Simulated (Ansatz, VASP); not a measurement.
**Two plane-wave programs on BaH**

```
Ba H
1.0
    -2.04052   -2.04074    2.88584
     6.16909   -2.05026    2.91275
    -2.05010    6.16796    2.91140
Ba H
4 4
Direct
  0.99997 0.49999 0.50001
  0.50000 0.00001 0.50002
  0.50000 0.50002 0.00001
  0.99997 0.99998 0.00000
  0.50004 0.24980 0.25003
  0.00002 0.75008 0.25007
  0.00000 0.25007 0.74983
  0.50000 0.75005 0.75003
```

Change from the starting cell: cell x4, atoms moved at random (sigma 0.1 Å) and cell strained at random (1.5 %), then relaxed without symmetry.

Alike in both runs: functional PBE; k mesh 6 × 4 × 4; occupations gaussian, width 0.1 eV; no spin polarisation.

Ansatz relaxed the structure, and its values are those at the end. VASP's run is a single point on that final structure, the one shown.

|  | VASP | Ansatz |
| --- | --- | --- |
| version | VASP 6.6.1 | Ansatz 0.2.0 |
| potentials or method | VASP PAW PBE potentials, release 64 (Ba_sv, H), cutoff 520 eV | scalar-relativistic, plane waves, PAW |
| valence electrons in the cell | 44 | 44 |

|  | VASP | Ansatz | Ansatz less VASP |
| --- | --- | --- | --- |
| gap on the k mesh at the Fermi level (eV) | none | none | - |
| pressure (GPa) | 0.4 | 0.0 | -0.37 |

A gap of «none» marks a metal or a gap that the smearing closes.

Neither program's run includes spin-orbit coupling.
